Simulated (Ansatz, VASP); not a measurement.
Two plane-wave programs on Tc3Sn

POSCAR

```
Tc3Sn
1.0
    4.4861600000      0.0000000000      0.0000000000
    2.2430800000      3.8851285254      0.0000000000
    2.2430800000      1.2950428418      3.6629343015
Tc Sn
3 1
Direct
    0.2500000000      0.2500000000      0.2500000000
    0.7500000000      0.7500000000      0.7500000000
    0.5000000000      0.5000000000      0.5000000000
    0.0000000000      0.0000000000      0.0000000000
```

INCAR.step1

```
SYSTEM = Tc3Sn
ALGO = Normal ; EDIFF = 1E-4
ENCUT = 520 ; GGA = PE
ISMEAR = -1 ; LASPH = .TRUE.
LCHARG = .FALSE. ; LREAL = .FALSE.
LWAVE = .TRUE. ; NBANDS = 34
NELM = 60 ; PREC = Accurate
SIGMA = 0.05
```

File INCAR.step2:

```
SYSTEM = Tc3Sn
ALGO = Normal ; EDIFF = 1E-7
ENCUT = 520 ; ISIF = 2
ISMEAR = -1 ; ISTART = 1
LASPH = .TRUE. ; LCHARG = .FALSE.
LMIXTAU = .TRUE. ; LREAL = .FALSE.
LWAVE = .FALSE. ; METAGGA = R2SCAN
NBANDS = 34 ; NELM = 60
PREC = Accurate ; SIGMA = 0.05
```

Contents of KPOINTS:

```
k-points
0
G
  7 7 7
  0 0 0
```

Input for Ansatz:

```yaml
crystal:
  lattice:
    - [4.48616, 0.0, 0.0]
    - [2.2430800000000004, 3.885128525441597, 0.0]
    - [2.2430800000000004, 1.295042841813866, 3.662934301494727]
  atoms:
    - { symbol: Tc, position: [0.25000000000000017, 0.25, 0.24999999999999997] }
    - { symbol: Tc, position: [0.7500000000000001, 0.7499999999999999, 0.7500000000000001] }
    - { symbol: Tc, position: [0.5000000000000003, 0.5, 0.49999999999999994] }
    - { symbol: Sn, position: [0.0, 0.0, 0.0] }
basis:
  ecutwfc: 500.0
kpoints:
  mp_grid:
    grid: [7, 7, 7]
    shift: [0.0, 0.0, 0.0]
hamiltonian:
  xc: r2scan
scf:
  occupations:
    method: fermi_dirac
    width: 0.05
output:
  stress: true
```

Alike in both runs: task single point; functional r2SCAN; k mesh 7 × 7 × 7; occupations fermi-dirac, width 0.05 eV; no spin polarisation.

|  | VASP | Ansatz |
| --- | --- | --- |
| version | VASP 6.6.1 | Ansatz 0.2.0 |
| potentials or method | VASP PAW PBE potentials, release 64 (Tc_pv, Sn_d), cutoff 520 eV | plane waves, PAW |
| valence electrons in the cell | 53 | 59 |

VASP gave:

- pressure (GPa): -6.2

Problem. What did Ansatz give for the same quantities?

Solution. Pressure (GPa): -6.5.

VASP's potentials were made for PBE, not for r2SCAN. VASP's potentials hold 53 valence electrons a cell and Ansatz's 59, so a difference there can come from the potentials and not from the codes.
